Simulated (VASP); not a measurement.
Wanted: the native input for a VASP 6.6.1 run.

```
Task                   : relaxation of cell and atoms
Functional             : PBE
Potentials or basis    : VASP PAW PBE potentials, release 64 (Ta_sv_GW, Al, Au_sv_GW)
Cutoff                 : 540 eV
k mesh                 : 4 × 4 × 4
Occupations            : gaussian, width 0.1 eV
Spin                   : no spin polarisation
Dipole correction      : no
Further INCAR settings : ALGO = Normal; EDIFF = 1e-07; IBRION = 2; EDIFFG = -0.04; NSW = 90; ISIF = 3
```

The structure of TaAl5Au lies in POSCAR:

```
TaAl5Au
1.0
    4.0000146600      0.0000000000      0.0000000000
    0.0000000000      4.0000146600      0.0000000000
    0.0000000000      0.0000000000      6.3961613500
Ta Al Au
1 5 1
Direct
    0.0000000000      0.0000000000      0.0000000000
    0.0000000000      0.5000000000      0.2980237600
    0.0000000000      0.5000000000      0.7019762400
    0.5000000000      0.0000000000      0.2980237600
    0.5000000000      0.0000000000      0.7019762400
    0.5000000000      0.5000000000      0.0000000000
    0.0000000000      0.0000000000      0.5000000000
```

The cell was generated, and may not be a known phase.

One way to write it, as run:

INCAR

```
  PREC = Accurate
  ENCUT = 540
  EDIFF = 1E-7
  ISMEAR = 0
  SIGMA = 0.1
  LREAL = False
  LASPH = True
  NELM = 120
  ALGO = Normal
  ISIF = 3
  LWAVE = False
  LCHARG = False
  GGA = PE
  IBRION = 2
  NSW = 90
  EDIFFG = -0.04
  GGA_COMPAT = False
  NELMIN = 4
```

KPOINTS

```
Automatic mesh
0
Gamma
  4 4 4
```

Potentials or basis: VASP PAW PBE potentials, release 64 (Ta_sv_GW, Al, Au_sv_GW).

Launch:

```bash
$ cat potpaw_PBE.64/Ta_sv_GW/POTCAR potpaw_PBE.64/Al/POTCAR potpaw_PBE.64/Au_sv_GW/POTCAR > POTCAR
$ mpirun -np 1 vasp_std > vasp.out
```

It gave:

```
Relaxed volume                        : 17.24 Å³/atom
Relaxed cell                          : a = 3.913 Å, b = 3.913 Å, c = 7.884 Å, α = 90.00°, β = 90.00°, γ = 90.00°
Space group after relaxing (to 0.1 Å) : P4/mmm (No. 123)
Energy gained by relaxing             : 326.9 meV/atom
Ionic steps                           : 24
Pressure after relaxing               : -0.1 GPa
Largest force after relaxing          : 0.003 eV/Å
Band gap on the k mesh                : zero (an odd number of electrons rules out a gap without spin polarisation)
```

Caveat: the k points lie up to 0.40 Å⁻¹ apart in the final cell, too coarse for converged energies and pressures of a metal; the volume moved by over 15 % at a fixed basis, so the end points are rough; spin-orbit coupling is left out, which moves the levels of the heavy elements.

Wall time 19 min on 1 thread of AMD EPYC 7R13 Processor (Zen 3), on a shared host, peak memory 0.22 GiB.
